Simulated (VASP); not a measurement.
# Li3Be2NbP4 (P-4m2) in VASP: further runs

Runs on Li3Be2NbP4. Level: PBE. Tasks: single point.

All numbers are computed with VASP 6.6.1; they aren't measurements. Logs are shortened: lines on timing, memory, paths and dates and some standing lists are left out, and cuts for length are marked.

**1. The cell of the first run**

It takes space group P-4m2 (No. 115, tetragonal). The conventional cell has a = 3.673 Å, b = 3.673 Å, c = 11.001 Å, α = 90.00°, β = 90.00°, γ = 90.00°. Li (site symmetry -4m2) has 4 P at 2.50 Å and 4 Li at 2.60 Å and 4 Be at 2.65 Å within 3.3 Å. Li (site symmetry -4m2) has 4 P at 2.41 Å and 4 Nb at 2.60 Å within 3.2 Å. Li (site symmetry -4m2) has 4 P at 2.50 Å and 4 Li at 2.60 Å and 4 Be at 2.65 Å within 3.3 Å. Be (site symmetry 2mm) has 8 P at 2.61 to 3.30 Å and 4 Li at 2.65 Å within 3.4 Å. Nb (site symmetry -4m2) has 4 P at 2.41 Å and 4 Li at 2.60 Å within 3.2 Å. P (site symmetry 2mm) has 1 P at 2.24 Å and 2 Li at 2.41 Å and 2 Nb at 2.41 Å within 3.0 Å. Within 3.0 Å of P (site symmetry 2mm) lie 1 P at 2.24 Å and 4 Li at 2.50 Å and 4 Be at 2.61 Å.

The cell was generated, and may not be a known phase.

**2. Single point, PBE**

Contents of INCAR:

```
SYSTEM = Li3Be2NbP4
PREC = Accurate
ENCUT = 520
EDIFF = 1E-7
ISMEAR = 0
SIGMA = 0.1
LREAL = .FALSE.
LASPH = .TRUE.
NELM = 60
ALGO = Normal
ISIF = 2
LWAVE = .FALSE.
LCHARG = .FALSE.
GGA = PE
NBANDS = 34
```

Contents of KPOINTS:

```
Automatic mesh
0
G
  10 10 4
  0 0 0
```

Contents of POSCAR:

```
Li3Be2NbP4
1.0
    3.6732134657      0.0000000000      0.0000000000
    0.0000000000      3.6732134657      0.0000000000
    0.0000000000      0.0000000000     11.0011166203
Li Be Nb P
3 2 1 4
Direct
    0.0000000000      0.0000000000      0.5000000000
    0.0000000000      0.0000000000      0.0000000000
    0.5000000000      0.5000000000      0.5000000000
    0.5000000000      0.0000000000      0.6733715402
    0.0000000000      0.5000000000      0.3266284598
    0.5000000000      0.5000000000      0.0000000000
    0.0000000000      0.5000000000      0.8578634916
    0.5000000000      0.0000000000      0.3461742312
    0.5000000000      0.0000000000      0.1421365084
    0.0000000000      0.5000000000      0.6538257688
```

Potentials or basis: VASP PAW PBE potentials, release 64 (Li_sv, Be, Nb_sv, P).

On the command line:

```sh
$ cat potpaw_PBE.64/Li_sv/POTCAR potpaw_PBE.64/Be/POTCAR potpaw_PBE.64/Nb_sv/POTCAR potpaw_PBE.64/P/POTCAR > POTCAR
$ mpirun -np 1 vasp_std > vasp.out
```

OUTCAR:

```text
SYSTEM = Li3Be2NbP4
   PREC = Accurate
   ENCUT = 520
   EDIFF = 1E-7
   ISMEAR = 0
   LREAL = .FALSE.
   LASPH = .TRUE.
   NELM = 60
   ISIF = 2
   GGA = PE

 ion  position               nearest neighbor table
   1  0.000  0.000  0.500-   8 2.50  10 2.50  10 2.50   8 2.50   3 2.60   3 2.60   3 2.60   3 2.60

   2  0.000  0.000  0.000-   7 2.41   9 2.41   7 2.41   9 2.41   6 2.60   6 2.60   6 2.60   6 2.60

   3  0.500  0.500  0.500-   8 2.50  10 2.50   8 2.50  10 2.50   1 2.60   1 2.60   1 2.60   1 2.60

   4  0.500  0.000  0.673-  10 2.61  10 2.61  10 2.61  10 2.61
   5  0.000  0.500  0.327-   8 2.61   8 2.61   8 2.61   8 2.61
   6  0.500  0.500  0.000-   7 2.41   9 2.41   9 2.41   7 2.41   2 2.60   2 2.60   2 2.60   2 2.60

   7  0.000  0.500  0.858-  10 2.24   6 2.41   2 2.41   2 2.41   6 2.41
   8  0.500  0.000  0.346-   9 2.24   3 2.50   1 2.50   3 2.50   1 2.50   5 2.61   5 2.61   5 2.61
                             5 2.61
   9  0.500  0.000  0.142-   8 2.24   6 2.41   2 2.41   6 2.41   2 2.41
  10  0.000  0.500  0.654-   7 2.24   3 2.50   1 2.50   1 2.50   3 2.50   4 2.61   4 2.61   4 2.61
                             4 2.61

  LATTYP: Found a simple tetragonal cell.
 ALAT       =     3.6732134657
 C/A-ratio  =     2.9949570650

  Lattice vectors:

 A1 = (   3.6732134657,   0.0000000000,   0.0000000000)
 A2 = (   0.0000000000,   3.6732134657,   0.0000000000)
 A3 = (   0.0000000000,   0.0000000000,  11.0011166203)

Analysis of symmetry for initial positions (statically):
=====================================================================
 Subroutine PRICEL returns:
 Original cell was already a primitive cell.

 Routine SETGRP: Setting up the symmetry group for a
 simple tetragonal supercell.

 Subroutine GETGRP returns: Found  8 space group operations
 (whereof  8 operations were pure point group operations)
 out of a pool of 16 trial point group operations.

The static configuration has the point symmetry D_2d.

Analysis of symmetry for dynamics (positions and initial velocities):
=====================================================================
 Subroutine PRICEL returns:
 Original cell was already a primitive cell.

 Routine SETGRP: Setting up the symmetry group for a
 simple tetragonal supercell.

 Subroutine GETGRP returns: Found  8 space group operations
 (whereof  8 operations were pure point group operations)
 out of a pool of 16 trial point group operations.

The dynamic configuration has the point symmetry D_2d.

 Subroutine INISYM returns: Found  8 space group operations
 (whereof  8 operations are pure point group operations),
 and found     1 'primitive' translations

----------------------------------------------------------------------------------------

                                     Primitive cell

  volume of cell :     148.4325

  direct lattice vectors                    reciprocal lattice vectors
     3.673213466  0.000000000  0.000000000     0.272241189  0.000000000  0.000000000
     0.000000000  3.673213466  0.000000000     0.000000000  0.272241189  0.000000000
     0.000000000  0.000000000 11.001116620     0.000000000  0.000000000  0.090899864

  length of vectors
     3.673213466  3.673213466 11.001116620     0.272241189  0.272241189  0.090899864

  position of ions in fractional coordinates (direct lattice)
     0.000000000  0.000000000  0.500000000
     0.000000000  0.000000000  0.000000000
     0.500000000  0.500000000  0.500000000
     0.500000000  0.000000000  0.673371540
     0.000000000  0.500000000  0.326628460
     0.500000000  0.500000000  0.000000000
     0.000000000  0.500000000  0.857863492
     0.500000000  0.000000000  0.346174231
     0.500000000  0.000000000  0.142136508
     0.000000000  0.500000000  0.653825769

  ion indices of the primitive-cell ions
   primitive index   ion index
                 1           1
                 2           2
                 3           3
                 4           4
                 5           5
                 6           6
                 7           7
                 8           8
                 9           9
                10          10

----------------------------------------------------------------------------------------

 KPOINTS: Automatic mesh

Automatic generation of k-mesh.
 Grid dimensions read from file:
 generate k-points for:   10   10    4

 Generating k-lattice:

  Cartesian coordinates                     Fractional coordinates (reciprocal lattice)
     0.027224119  0.000000000  0.000000000     0.100000000  0.000000000  0.000000000
     0.000000000  0.027224119  0.000000000     0.000000000  0.100000000  0.000000000
     0.000000000  0.000000000  0.022724966     0.000000000  0.000000000  0.250000000

  Length of vectors
     0.027224119  0.027224119  0.022724966

  Shift w.r.t. Gamma in fractional coordinates (k-lattice)
     0.000000000  0.000000000  0.000000000

 Subroutine IBZKPT returns following result:
 ===========================================

 Found     63 irreducible k-points:

 Following reciprocal coordinates:
            Coordinates               Weight
  0.000000  0.000000  0.000000      1.000000
  0.100000  0.000000  0.000000      4.000000
  0.200000  0.000000  0.000000      4.000000
  0.300000  0.000000  0.000000      4.000000
  0.400000  0.000000  0.000000      4.000000
  0.500000  0.000000  0.000000      2.000000
[... 16 lines left out ...]
  0.100000  0.000000  0.250000      8.000000
  0.200000  0.000000  0.250000      8.000000
 [... further k-points ...]
   k-points           NKPTS =     63   k-points in BZ     NKDIM =     63   number of bands    NBANDS=     34
   number of dos      NEDOS =    301   number of ions     NIONS =     10
   total plane-waves  NPLWV =  65856
   dimension x,y,z NGX =    28 NGY =   28 NGZ =   84
   dimension x,y,z NGXF=    56 NGYF=   56 NGZF=  168
   ions per type =               3   2   1   4
   NGX,Y,Z   is equivalent  to a cutoff of  12.67, 12.67, 12.69 a.u.
   NGXF,Y,Z  is equivalent  to a cutoff of  25.35, 25.35, 25.39 a.u.
 SYSTEM =  Li3Be2NbP4
   PREC   = accura    normal or accurate (medium, high low for compatibility)
   ISTART =      0    job   : 0-new  1-cont  2-samecut
   ICHARG =      2    charge: 1-file 2-atom 10-const
   ISPIN  =      1    spin polarized calculation?
   LNONCOLLINEAR =      F non collinear calculations
   LSORBIT =      F    spin-orbit coupling
   LASPH  =      T    aspherical Exc in radial PAW
   ENCUT  =  520.0 eV  38.22 Ry    6.18 a.u.   6.83  6.83 20.45*2*pi/ulx,y,z
   NELM   =     60;   NELMIN=  2; NELMDL= -5     # of ELM steps
   EDIFF  = 0.1E-06   stopping-criterion for ELM
   LREAL  =      F    real-space projection
   EDIFFG = 0.1E-05   stopping-criterion for IOM
   NSW    =      0    number of steps for IOM
   IBRION =     -1    ionic relax: 0-MD 1-quasi-New 2-CG
   NFREE  =      0    steps in history (QN), initial steepest desc. (CG)
   ISIF   =      2    stress and relaxation
   ISYM   =      2    0-nonsym 1-usesym 2-fastsym
   POTIM  = 0.5000    time-step for ionic-motion
   TEBEG  =    0.0;   TEEND  =   0.0 temperature during run
   PSTRESS=    0.0 pullay stress
   NELECT =      46.0000    total number of electrons
   NUPDOWN=      -1.0000    fix difference up-down
   EMIN   =  10.00;   EMAX   =-10.00  energy-range for DOS
   EFERMI =   0.00;   METHOD = LEGACY
   ISMEAR =     0;   SIGMA  =   0.10  broadening in eV -4-tet -1-fermi 0-gaus
   EFERMI_NEDOS =   21; number of points for ismear=-14 and -15
   IALGO  =     38    algorithm
   IMIX   =      4    mixing-type and parameters
     AMIX     =   0.40;   BMIX     =  1.00
     AMIX_MAG =   1.60;   BMIX_MAG =  1.00
  volume/ion in A,a.u.               =      14.84       100.17
  Fermi-wavevector in a.u.,A,eV,Ry     =   1.107859  2.093550 16.699125  1.227351
  Thomas-Fermi vector in A             =   2.244378
   LORBIT       =      0    0 simple, 1 ext, 2 COOP (PROOUT), +10 PAW based schemes
   GGA     = PE    functional components
   LHFCALC =     F    Hartree Fock is set to
   AEXX    =    0.0000 exact exchange contribution
   IVDW    =     0    specifies the selected vdW correction
   LEPSILON=     F    determine dielectric tensor
   LRPA    =     F    only Hartree local field effects (RPA)
 non-spin polarized calculation
 Gauss-broadening in eV      SIGMA  =   0.10
  energy-cutoff  :      520.00
  volume of cell :      148.43
 maximum number of plane-waves:      4032
 NGX is ok and might be reduce to    28
   NGX = 13   NGY = 13   NGZ = 41

 number of electron      45.9999982 magnetization

 Free energy of the ion-electron system (eV)
  ---------------------------------------------------
  ext. energy  EPLUGINS =         0.00000000
  ---------------------------------------------------
  free energy    TOTEN  =       -44.82524196 eV

  energy without entropy =      -44.81028959  energy(sigma->0) =      -44.81776578

 E-fermi :   5.9894     XC(G=0):  -9.9124

 val. band max:        5.9854099268   @ k =   0.4000   0.2000   0.0000
 cond. band min:       5.9901582024   @ k =   0.0000   0.0000   0.0000
 fundamental gap:      0.0047482756
 Fermi energy:         5.9894364415

 k-point     1 :       0.0000    0.0000    0.0000
  band No.  band energies     occupation
      1     -48.6109      2.00000
      2     -40.0763      2.00000
      3     -39.9805      2.00000
      4     -39.1001      2.00000
      5     -24.7960      2.00000
      6     -24.7960      2.00000
[... 26 lines left out ...]
     33      10.2971      0.00000
     34      10.7416      0.00000

 k-point     2 :       0.1000    0.0000    0.0000
  band No.  band energies     occupation
      1     -48.6103      2.00000
      2     -40.0748      2.00000
      3     -39.9819      2.00000
      4     -39.1003      2.00000
      5     -24.8060      2.00000
      6     -24.7951      2.00000
[... 806 lines left out ...]
 k-point    24 :       0.2000    0.0000    0.2500
  band No.  band energies     occupation
      1     -48.6088      2.00000
      2     -40.0707      2.00000
      3     -39.9855      2.00000
      4     -39.1008      2.00000
      5     -24.8319      2.00000
      6     -24.7927      2.00000
[... 26 lines left out ...]
     33      10.6927      0.00000
     34      11.1159      0.00000

 [... further k-points ...]

------------------------ aborting loop because EDIFF is reached ----------------------------------------

  FORCE on cell =-STRESS in cart. coord.  units (eV):
  Direction    XX          YY          ZZ          XY          YZ          ZX
  --------------------------------------------------------------------------------------
  -------------------------------------------------------------------------------------
  Total       -0.0623894     -0.0623894     -0.2423386      0.0000000      0.0000000      0.0000000
  in kB       -0.6734297     -0.6734297     -2.6157976      0.0000000      0.0000000      0.0000000
  external PRESSURE =      -1.3208857 kB  Pullay stress =       0.0000000 kB

 VOLUME and BASIS-vectors are now :
 -----------------------------------------------------------------------------
  energy-cutoff  :      520.00
  volume of cell :      148.43
      direct lattice vectors                 reciprocal lattice vectors
     3.673213466  0.000000000  0.000000000     0.272241189  0.000000000  0.000000000
     0.000000000  3.673213466  0.000000000     0.000000000  0.272241189  0.000000000
     0.000000000  0.000000000 11.001116620     0.000000000  0.000000000  0.090899864

 POSITION                                       TOTAL-FORCE (eV/Angst)
 -----------------------------------------------------------------------------------
      0.00000      0.00000      5.50056         0.000000      0.000000      0.000000
      0.00000      0.00000      0.00000         0.000000      0.000000      0.000000
      1.83661      1.83661      5.50056        -0.000000      0.000000      0.000000
      1.83661      0.00000      7.40784        -0.000000      0.000000      0.003192
      0.00000      1.83661      3.59328        -0.000000      0.000000     -0.003192
      1.83661      1.83661      0.00000        -0.000000     -0.000000      0.000000
      0.00000      1.83661      9.43746        -0.000000      0.000000     -0.025555
      1.83661      0.00000      3.80830        -0.000000      0.000000     -0.037373
      1.83661      0.00000      1.56366        -0.000000      0.000000      0.025555
      0.00000      1.83661      7.19281        -0.000000      0.000000      0.037373
 -----------------------------------------------------------------------------------
    total drift:                                0.000000      0.000000     -0.000000

  FREE ENERGIE OF THE ION-ELECTRON SYSTEM (eV)
  ---------------------------------------------------
  free  energy   TOTEN  =       -44.8252419641 eV

  energy  without entropy=      -44.8102895947  energy(sigma->0) =      -44.81776578
```

Run time: 4.6 min. Hardware: 1 thread of Intel Xeon Platinum 8488C (Sapphire Rapids), shared host; peak memory 0.43 GiB.

What came out:

* Free energy: -44.8252 eV
* Largest force: 0.037 eV/Å
* Band gap on the k mesh: zero (bands 23 and 24 overlap by 1.24 eV)

Forces on the atoms (eV/Å):
```
Li   0.000  0.000  0.000
Li   0.000  0.000  0.000
Li   0.000  0.000  0.000
Be   0.000  0.000  0.003
Be   0.000  0.000 -0.003
Nb   0.000  0.000  0.000
P    0.000  0.000 -0.026
P    0.000  0.000 -0.037
P    0.000  0.000  0.026
P    0.000  0.000  0.037
```

Caveat: the cutoff is under 1.25 times the usual one of these potentials, so pressure, stress and relaxed cells hold a basis-set (Pulay) error.

**3. Single point, PBE, collinear spin**

This run uses another cell than the first one, of 14.79 Å³/atom.

Contents of INCAR:

```
PREC     = Accurate       # precision mode
ENCUT    = 520            # plane-wave cutoff, eV
EDIFF    = 1E-7           # SCF threshold, eV
ISMEAR   = 0              # smearing method
SIGMA    = 0.1            # smearing width, eV
LREAL    = F              # projectors in reciprocal space
LASPH    = T              # aspherical terms in the spheres
NELM     = 150            # most SCF steps
ALGO     = Normal         # electronic algorithm
ISIF     = 2              # what is computed and relaxed
LWAVE    = F              # write WAVECAR
LCHARG   = F              # write CHGCAR
ISPIN    = 2              # spin polarisation
MAGMOM   = 0 0 0 0 0 1 0 0 0 0 # initial moments
LORBIT   = 11             # projections on sites
LMAXMIX  = 4              # l up to which the mixer works
GGA      = PE             # functional
NBANDS   = 38             # bands
```

Contents of KPOINTS:

```
regular mesh
0
Gamma
  6 6 2
```

Contents of POSCAR:

```
Li3Be2NbP4
1.0
    3.6692198376      0.0000000000      0.0000000000
    0.0000000000      3.6692198376      0.0000000000
    0.0000000000      0.0000000000     10.9820040136
Li Be Nb P
3 2 1 4
Direct
    0.0000000000      0.0000000000      0.5000000000
    0.0000000000      0.0000000000      0.0000000000
    0.5000000000      0.5000000000      0.5000000000
    0.5000000000      0.0000000000      0.6759489838
    0.0000000000      0.5000000000      0.3240510162
    0.5000000000      0.5000000000      0.0000000000
    0.0000000000      0.5000000000      0.8576587180
    0.5000000000      0.0000000000      0.3463038719
    0.5000000000      0.0000000000      0.1423412820
    0.0000000000      0.5000000000      0.6536961281
```

Potentials or basis: VASP PAW PBE potentials, release 64 (Li_sv, Be, Nb_sv, P).

On the command line:

```sh
$ cat potpaw_PBE.64/Li_sv/POTCAR potpaw_PBE.64/Be/POTCAR potpaw_PBE.64/Nb_sv/POTCAR potpaw_PBE.64/P/POTCAR > POTCAR
$ mpirun -np 1 vasp_std > vasp.out
```

Wall time 3.6 min (1 thread of Intel Xeon Platinum 8488C (Sapphire Rapids), shared host); peak memory 0.39 GiB.

It converged, with:

```
Free energy                                           : -44.8083 eV
Largest force                                         : 0.038 eV/Å
Band gap on the k mesh                                : zero (filled and empty bands overlap)
Net moment                                            : 0.00 μB per cell
Valence electrons inside the program's atomic spheres : Li 2.11, 2.18 (each value once); Be 0.70; Nb 10.81; P 2.51, 2.48 (each value once)
```

Forces on the atoms (eV/Å):
```
Li   0.000  0.000  0.000
Li   0.000  0.000  0.000
Li   0.000  0.000  0.000
Be   0.000  0.000  0.004
Be   0.000  0.000 -0.004
Nb   0.000  0.000  0.000
P    0.000  0.000 -0.028
P    0.000  0.000 -0.038
P    0.000  0.000  0.028
P    0.000  0.000  0.038
```

Levels at points of the mesh, in eV from the Fermi level:
Spin up:
```tsv
k point	band 20	band 21	band 22	band 23	band 24	band 25	band 26	band 27
(0.00, 0.00, 0.00)	-1.42	-1.28	-0.57	-0.42	-0.42	-0.06	0.94	1.74
(0.50, 0.00, 0.00)	-1.07	-0.79	-0.60	0.31	1.13	1.88	1.89	1.99
(0.50, 0.50, 0.00)	-2.21	-2.14	-2.14	-1.73	-0.53	-0.53	1.17	1.59
(0.00, 0.00, 0.50)	-1.75	-0.92	-0.71	-0.15	-0.15	0.16	0.94	1.82
(0.50, 0.00, 0.50)	-0.87	-0.80	-0.59	0.30	0.77	1.59	1.95	2.11
(0.50, 0.50, 0.50)	-2.29	-2.12	-2.12	-1.81	-0.51	-0.51	1.33	1.47
```
Spin down:
```
           k point  band 19  band 20  band 21  band 22  band 23  band 24  band 25  band 26  band 27  band 28
(0.00, 0.00, 0.00)    -1.42    -1.42    -1.28    -0.57    -0.42    -0.42    -0.06     0.94     1.74     2.27
(0.50, 0.00, 0.00)    -2.18    -1.07    -0.79    -0.60     0.31     1.13     1.88     1.89     1.99     2.31
(0.50, 0.50, 0.00)    -3.09    -2.21    -2.14    -2.14    -1.73    -0.53    -0.53     1.17     1.59     1.59
(0.00, 0.00, 0.50)    -1.79    -1.75    -0.92    -0.71    -0.15    -0.15     0.16     0.94     1.82     2.09
(0.50, 0.00, 0.50)    -2.18    -0.87    -0.80    -0.59     0.30     0.77     1.59     1.95     2.11     2.18
(0.50, 0.50, 0.50)    -3.01    -2.29    -2.12    -2.12    -1.81    -0.51    -0.51     1.33     1.47     1.47
```

Caveat: the cutoff is under 1.25 times the usual one of these potentials, so pressure, stress and relaxed cells hold a basis-set (Pulay) error.

The gap in the log of VASP goes by the Fermi energy; the results here count the filled bands.